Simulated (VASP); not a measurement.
Set up this calculation in VASP 6.6.1, as the native input.

| Property | Result |
| --- | --- |
| Task | single point |
| Functional | r2SCAN |
| Potentials or basis | VASP PAW PBE potentials, release 64 (B, N) |
| Cutoff | 660 eV |
| k mesh | 8 × 8 × 8 |
| Occupations | gaussian, width 0.1 eV |
| Spin | no spin polarisation |
| Dipole correction | no |
| Further INCAR settings | ALGO = Normal; EDIFF = 1e-06; NBANDS = 11 |

Crystal: BN.

```xyz
2
Lattice="0.0000 1.8050 1.8050 1.8050 0.0000 1.8050 1.8050 1.8050 0.0000" Properties=species:S:1:pos:R:3 pbc="T T T"
B     0.0000    0.0000    0.0000
N     0.9025    0.9025    0.9025
```

These files were run (other wordings do the same):

POSCAR

```
BN
1.0
    0.0000000000      1.8050000000      1.8050000000
    1.8050000000      0.0000000000      1.8050000000
    1.8050000000      1.8050000000      0.0000000000
B N
1 1
Direct
    0.0000000000      0.0000000000      0.0000000000
    0.2500000000      0.2500000000      0.2500000000
```

INCAR.step1

```
  PREC = Accurate
  ENCUT = 660
  ISMEAR = 0
  SIGMA = 0.1
  LREAL = F
  LASPH = T
  NELM = 120
  NBANDS = 11
  GGA = PE
  ALGO = Normal
  EDIFF = 1E-5
  LWAVE = T
  LCHARG = F
  GGA_COMPAT = F
```

INCAR.step2

```
  PREC = Accurate
  ENCUT = 660
  EDIFF = 1E-6
  ISMEAR = 0
  SIGMA = 0.1
  LREAL = F
  LASPH = T
  NELM = 120
  ALGO = Normal
  ISIF = 2
  LWAVE = F
  LCHARG = F
  METAGGA = R2SCAN
  LMIXTAU = T
  NBANDS = 11
  ISTART = 1
  GGA_COMPAT = F
```

KPOINTS

```
Automatic mesh
0
Gamma
  8 8 8
```

Potentials or basis: VASP PAW PBE potentials, release 64 (B, N).

Launch:

```bash
$ cat potpaw_PBE.64/B/POTCAR potpaw_PBE.64/N/POTCAR > POTCAR
$ cp INCAR.step1 INCAR
$ mpirun -np 1 vasp_std > vasp.out
$ cp INCAR.step2 INCAR
$ mpirun -np 1 vasp_std > vasp.out
```

Results of the run:

```
Pressure               : 1.1 GPa
Band gap on the k mesh : 4.98 eV (least direct gap 9.55 eV)
```

Caveat: the PAW data sets were made with another functional, which shifts forces and pressure a little.

Run time: 11 s on 1 thread of Intel(R) Xeon(R) 6975P-C (Granite Rapids), on a shared host, peak memory 0.13 GiB.
